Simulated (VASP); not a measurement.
# ZnS (I-4m2) in VASP: single point with PBE

Aim: the single point of ZnS with PBE.

Everything below comes from runs of VASP 6.6.1. Logs are shortened: lines on timing, memory, paths and dates and some standing lists are left out, and cuts for length are marked.

### 1 The cell of the first run

Symmetry: I-4m2, No. 119, tetragonal system. Conventional cell: a = 3.763 Å, b = 3.763 Å, c = 5.588 Å, α = 90.00°, β = 90.00°, γ = 90.00°. Within 3.1 Å of Zn (site symmetry -4m2) lie 4 S at 2.34 Å. Within 3.1 Å of S (site symmetry -4m2) lie 4 Zn at 2.34 Å.

### 2 Single point, PBE

Input file INCAR:

```
SYSTEM = ZnS
  PREC = Accurate
  ENCUT = 520
  EDIFF = 1E-6
  ISMEAR = 0
  SIGMA = 0.05
  LREAL = .False.
  LASPH = .True.
  NELM = 60
  ALGO = Normal
  ISIF = 2
  LWAVE = .False.
  LCHARG = .True.
  GGA = PE
  LELF = .True.
  LVHAR = .True.
  NBANDS = 16
```

Input file KPOINTS:

```
regular mesh
0
Gamma
  10 10 10
  0 0 0
```

Input file POSCAR:

```
ZnS
1.0
    0.0000000000      2.6610189833      2.7940699324
    2.6610189833      0.0000000000      2.7940699324
    2.6610189833      2.6610189833      0.0000000000
Zn S
1 1
Direct
    0.0000000000      0.0000000000      0.0000000000
    0.7500000000      0.7500000000      0.7500000000
```

Potentials or basis: VASP PAW PBE potentials, release 64 (Zn, S).

Command:

```sh
$ cat potpaw_PBE.64/Zn/POTCAR potpaw_PBE.64/S/POTCAR > POTCAR
$ mpirun -np 1 vasp_std > vasp.out
```

OUTCAR:

```text
SYSTEM = ZnS
   PREC = Accurate
   ENCUT = 520
   EDIFF = 1E-6
   ISMEAR = 0
   LREAL = .False.
   LASPH = .True.
   NELM = 60
   ISIF = 2
   GGA = PE

 ion  position               nearest neighbor table
   1  0.000  0.000  0.000-   2 2.34   2 2.34   2 2.34   2 2.34
   2  0.750  0.750  0.750-   1 2.34   1 2.34   1 2.34   1 2.34

  LATTYP: Found a body centered tetragonal cell.
 ALAT       =     3.7632491359
 C/A-ratio  =     1.4849242405

  Lattice vectors:

 A1 = (  -2.6610189833,   0.0000000000,   2.7940699324)
 A2 = (   2.6610189833,   0.0000000000,   2.7940699324)
 A3 = (   0.0000000000,   2.6610189833,  -2.7940699324)

Analysis of symmetry for initial positions (statically):
=====================================================================
 Subroutine PRICEL returns:
 Original cell was already a primitive cell.

 Routine SETGRP: Setting up the symmetry group for a
 body centered tetragonal supercell.

 Subroutine GETGRP returns: Found  8 space group operations
 (whereof  8 operations were pure point group operations)
 out of a pool of 16 trial point group operations.

The static configuration has the point symmetry D_2d.

Analysis of symmetry for dynamics (positions and initial velocities):
=====================================================================
 Subroutine PRICEL returns:
 Original cell was already a primitive cell.

 Routine SETGRP: Setting up the symmetry group for a
 body centered tetragonal supercell.

 Subroutine GETGRP returns: Found  8 space group operations
 (whereof  8 operations were pure point group operations)
 out of a pool of 16 trial point group operations.

The dynamic configuration has the point symmetry D_2d.

 Subroutine INISYM returns: Found  8 space group operations
 (whereof  8 operations are pure point group operations),
 and found     1 'primitive' translations

----------------------------------------------------------------------------------------

                                     Primitive cell

  volume of cell :      39.5697

  direct lattice vectors                    reciprocal lattice vectors
     0.000000000  2.661018983  2.794069932    -0.187897946  0.187897946  0.178950424
     2.661018983  0.000000000  2.794069932     0.187897946 -0.187897946  0.178950424
     2.661018983  2.661018983  0.000000000     0.187897946  0.187897946 -0.178950424

  length of vectors
     3.858477526  3.858477526  3.763249136     0.320366244  0.320366244  0.320366244

  position of ions in fractional coordinates (direct lattice)
     0.000000000  0.000000000  0.000000000
     0.750000000  0.750000000  0.750000000

  ion indices of the primitive-cell ions
   primitive index   ion index
                 1           1
                 2           2

----------------------------------------------------------------------------------------

 KPOINTS: regular mesh

Automatic generation of k-mesh.
 Grid dimensions read from file:
 generate k-points for:   10   10   10

 Generating k-lattice:

  Cartesian coordinates                     Fractional coordinates (reciprocal lattice)
    -0.018789795  0.018789795  0.017895042     0.100000000  0.000000000  0.000000000
     0.018789795 -0.018789795  0.017895042     0.000000000  0.100000000  0.000000000
     0.018789795  0.018789795 -0.017895042     0.000000000  0.000000000  0.100000000

  Length of vectors
     0.032036624  0.032036624  0.032036624

  Shift w.r.t. Gamma in fractional coordinates (k-lattice)
     0.000000000  0.000000000  0.000000000

 Subroutine IBZKPT returns following result:
 ===========================================

 Found    102 irreducible k-points:

 Following reciprocal coordinates:
            Coordinates               Weight
  0.000000  0.000000  0.000000      1.000000
  0.100000  0.000000  0.000000      8.000000
  0.200000  0.000000  0.000000      8.000000
  0.300000  0.000000  0.000000      8.000000
  0.400000  0.000000  0.000000      8.000000
  0.500000  0.000000  0.000000      4.000000
[... 16 lines left out ...]
  0.300000  0.300000  0.000000      2.000000
  0.400000  0.300000  0.000000      8.000000
 [... further k-points ...]
   k-points           NKPTS =    102   k-points in BZ     NKDIM =    102   number of bands    NBANDS=     16
   number of dos      NEDOS =    301   number of ions     NIONS =      2
   total plane-waves  NPLWV =  25200
   dimension x,y,z NGX =    30 NGY =   30 NGZ =   28
   dimension x,y,z NGXF=    60 NGYF=   60 NGZF=   56
   ions per type =               1   1
   NGX,Y,Z   is equivalent  to a cutoff of  12.93, 12.93, 12.37 a.u.
   NGXF,Y,Z  is equivalent  to a cutoff of  25.85, 25.85, 24.74 a.u.
 SYSTEM =  ZnS
   PREC   = accura    normal or accurate (medium, high low for compatibility)
   ISTART =      0    job   : 0-new  1-cont  2-samecut
   ICHARG =      2    charge: 1-file 2-atom 10-const
   ISPIN  =      1    spin polarized calculation?
   LNONCOLLINEAR =      F non collinear calculations
   LSORBIT =      F    spin-orbit coupling
   LASPH  =      T    aspherical Exc in radial PAW
   ENCUT  =  520.0 eV  38.22 Ry    6.18 a.u.   7.17  7.17  7.00*2*pi/ulx,y,z
   NELM   =     60;   NELMIN=  2; NELMDL= -5     # of ELM steps
   EDIFF  = 0.1E-05   stopping-criterion for ELM
   LREAL  =      F    real-space projection
   EDIFFG = 0.1E-04   stopping-criterion for IOM
   NSW    =      0    number of steps for IOM
   IBRION =     -1    ionic relax: 0-MD 1-quasi-New 2-CG
   NFREE  =      0    steps in history (QN), initial steepest desc. (CG)
   ISIF   =      2    stress and relaxation
   ISYM   =      2    0-nonsym 1-usesym 2-fastsym
   POTIM  = 0.5000    time-step for ionic-motion
   TEBEG  =    0.0;   TEEND  =   0.0 temperature during run
   PSTRESS=    0.0 pullay stress
   NELECT =      18.0000    total number of electrons
   NUPDOWN=      -1.0000    fix difference up-down
   EMIN   =  10.00;   EMAX   =-10.00  energy-range for DOS
   EFERMI =   0.00;   METHOD = LEGACY
   ISMEAR =     0;   SIGMA  =   0.05  broadening in eV -4-tet -1-fermi 0-gaus
   EFERMI_NEDOS =   21; number of points for ismear=-14 and -15
   IALGO  =     38    algorithm
   IMIX   =      4    mixing-type and parameters
     AMIX     =   0.40;   BMIX     =  1.00
     AMIX_MAG =   1.60;   BMIX_MAG =  1.00
  volume/ion in A,a.u.               =      19.78       133.51
  Fermi-wavevector in a.u.,A,eV,Ry     =   1.259055  2.379268 21.568210  1.585219
  Thomas-Fermi vector in A             =   2.392634
   LORBIT       =      0    0 simple, 1 ext, 2 COOP (PROOUT), +10 PAW based schemes
   GGA     = PE    functional components
   LHFCALC =     F    Hartree Fock is set to
   AEXX    =    0.0000 exact exchange contribution
   IVDW    =     0    specifies the selected vdW correction
   LEPSILON=     F    determine dielectric tensor
   LRPA    =     F    only Hartree local field effects (RPA)
 non-spin polarized calculation
 Gauss-broadening in eV      SIGMA  =   0.05
  energy-cutoff  :      520.00
  volume of cell :       39.57
 maximum number of plane-waves:      1078
 NGX is ok and might be reduce to    30
   NGX = 15   NGY = 15   NGZ = 13

 number of electron      18.0000004 magnetization

 Free energy of the ion-electron system (eV)
  ---------------------------------------------------
  ext. energy  EPLUGINS =         0.00000000
  ---------------------------------------------------
  free energy    TOTEN  =        -6.84017861 eV

  energy without entropy =       -6.84017861  energy(sigma->0) =       -6.84017861

 E-fermi :   2.3593     XC(G=0):  -9.6190

 val. band max:        2.1384136953   @ k =   0.0000   0.0000   0.0000
 cond. band min:       4.1689188591   @ k =   0.0000   0.0000   0.0000
 fundamental gap:      2.0305051638
 Fermi energy:         2.3593127372

 k-point     1 :       0.0000    0.0000    0.0000
  band No.  band energies     occupation
      1     -11.0359      2.00000
      2      -4.2660      2.00000
      3      -4.2350      2.00000
      4      -4.2350      2.00000
      5      -3.7616      2.00000
      6      -3.7478      2.00000
[... 8 lines left out ...]
     15      13.9874      0.00000
     16      14.2506      0.00000

 k-point     2 :       0.1000    0.0000    0.0000
  band No.  band energies     occupation
      1     -10.9606      2.00000
      2      -4.2585      2.00000
      3      -4.2297      2.00000
      4      -4.2208      2.00000
      5      -3.7617      2.00000
      6      -3.7501      2.00000
[... 8 lines left out ...]
     15      13.7472      0.00000
     16      14.5425      0.00000

 k-point     3 :       0.2000    0.0000    0.0000
  band No.  band energies     occupation
      1     -10.7529      2.00000
      2      -4.2366      2.00000
      3      -4.2026      2.00000
      4      -4.1853      2.00000
      5      -3.7580      2.00000
      6      -3.7532      2.00000
[... 8 lines left out ...]
     15      13.1996      0.00000
     16      14.6701      0.00000

 k-point     4 :       0.3000    0.0000    0.0000
  band No.  band energies     occupation
      1     -10.4707      2.00000
      2      -4.1849      2.00000
      3      -4.1463      2.00000
      4      -4.1346      2.00000
      5      -3.7499      2.00000
      6      -3.7440      2.00000
[... 8 lines left out ...]
     15      13.3950      0.00000
     16      14.1516      0.00000
[... 324 lines left out ...]
 k-point    22 :      -0.2000    0.2000    0.0000
  band No.  band energies     occupation
      1     -10.3643      2.00000
      2      -4.1782      2.00000
      3      -4.1242      2.00000
      4      -4.1189      2.00000
      5      -3.7768      2.00000
      6      -3.6998      2.00000
[... 8 lines left out ...]
     15      15.1021      0.00000
     16      16.3860      0.00000

 k-point    23 :       0.3000    0.3000    0.0000
  band No.  band energies     occupation
      1     -10.3213      2.00000
      2      -4.3053      2.00000
      3      -4.0355      2.00000
      4      -4.0355      2.00000
      5      -3.8024      2.00000
      6      -3.7070      2.00000
[... 8 lines left out ...]
     15      15.1913      0.00000
     16      18.6614      0.00000

 k-point    24 :       0.4000    0.3000    0.0000
  band No.  band energies     occupation
      1     -10.1254      2.00000
      2      -4.2693      2.00000
      3      -3.9914      2.00000
      4      -3.9835      2.00000
      5      -3.7553      2.00000
      6      -3.7019      2.00000
[... 8 lines left out ...]
     15      15.5811      0.00000
     16      17.8147      0.00000

 [... further k-points ...]
[... 5 lines left out ...]
  --------------------------------------------------------------------------------------
  -------------------------------------------------------------------------------------
  Total        0.5423735      0.5423735      0.0116158      0.0000000     -0.0000000      0.0000000
  in kB       21.9606808     21.9606808      0.4703231      0.0000000     -0.0000000      0.0000000
  external PRESSURE =      14.7972282 kB  Pullay stress =       0.0000000 kB

 VOLUME and BASIS-vectors are now :
 -----------------------------------------------------------------------------
  energy-cutoff  :      520.00
  volume of cell :       39.57
      direct lattice vectors                 reciprocal lattice vectors
     0.000000000  2.661018983  2.794069932    -0.187897946  0.187897946  0.178950424
     2.661018983  0.000000000  2.794069932     0.187897946 -0.187897946  0.178950424
     2.661018983  2.661018983  0.000000000     0.187897946  0.187897946 -0.178950424

 POSITION                                       TOTAL-FORCE (eV/Angst)
 -----------------------------------------------------------------------------------
      0.00000      0.00000      0.00000         0.000000      0.000000     -0.000000
      3.99153      3.99153      4.19110        -0.000000     -0.000000      0.000000
 -----------------------------------------------------------------------------------
    total drift:                               -0.000009     -0.000009     -0.000009

  FREE ENERGIE OF THE ION-ELECTRON SYSTEM (eV)
  ---------------------------------------------------
  free  energy   TOTEN  =        -6.8401786094 eV

  energy  without entropy=       -6.8401786094  energy(sigma->0) =       -6.84017861
```

Run time: 30 s. Hardware: 1 thread of Intel Xeon 6975P-C (Granite Rapids), shared host; peak memory 0.2 GiB.

What came out:

- Free energy: -6.8402 eV
- Pressure: 1.5 GPa
- Band gap on the k mesh: 2.03 eV, direct

Stress tensor (GPa, compression positive):
```
2.20 0.00 0.00
0.00 2.20 0.00
0.00 0.00 0.05
```

Levels at points of the mesh, in eV from the valence-band top:
| k point | band 5 | band 6 | band 7 | band 8 | band 9 | band 10 | band 11 | band 12 | band 13 | band 14 |
| --- | --- | --- | --- | --- | --- | --- | --- | --- | --- | --- |
| (0.00, 0.00, 0.00) | -5.90 | -5.89 | -0.19 | 0.00 | 0.00 | 2.03 | 6.35 | 6.36 | 6.36 | 11.19 |
| (0.50, 0.00, 0.00) | -5.86 | -5.69 | -5.32 | -1.06 | -0.78 | 3.21 | 6.71 | 7.09 | 8.81 | 12.06 |
| (0.50, 0.50, 0.00) | -5.82 | -5.73 | -4.79 | -2.09 | -2.09 | 3.53 | 4.33 | 10.53 | 11.95 | 11.95 |
| (0.50, 0.00, 0.50) | -5.82 | -5.65 | -4.50 | -2.39 | -2.29 | 3.28 | 3.87 | 11.05 | 11.57 | 11.94 |
